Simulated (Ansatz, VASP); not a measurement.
Two plane-wave programs on Pt

```
Pt
1.0
     1.36170   -2.37175    0.00000
     1.36170    2.37175    0.00000
     0.00000    0.00000    4.78183
Pt
2
Cartesian
  1.3617 -0.6955 1.1955
  1.3617 0.6955 3.5864
```

Alike in both runs: functional r2SCAN; k mesh 18 × 18 × 10; occupations gaussian, width 0.1 eV; no spin polarisation.

Ansatz relaxed the structure, and its values are those at the end. VASP's run is a single point on that final structure, the one shown.

|  | VASP | Ansatz |
| --- | --- | --- |
| version | VASP 6.6.1 | Ansatz 0.2.0 |
| potentials or method | VASP PAW PBE potentials, release 64 (Pt), cutoff 520 eV | scalar-relativistic, plane waves, PAW |
| valence electrons in the cell | 20 | 36 |

|  | VASP | Ansatz | Ansatz less VASP |
| --- | --- | --- | --- |
| gap on the k mesh at the Fermi level (eV) | none | none | - |
| pressure (GPa) | 0.6 | 0.0 | -0.66 |
| rms of the force components (eV/Å) | 0.006 | 0.004 | -0.0020 |

VASP's potentials were made for PBE, not for r2SCAN. A gap of «none» marks a metal or a gap that the smearing closes. VASP's potentials hold 20 valence electrons a cell and Ansatz's 36, so a difference there can come from the potentials and not from the codes.

Spin-orbit coupling is off throughout.
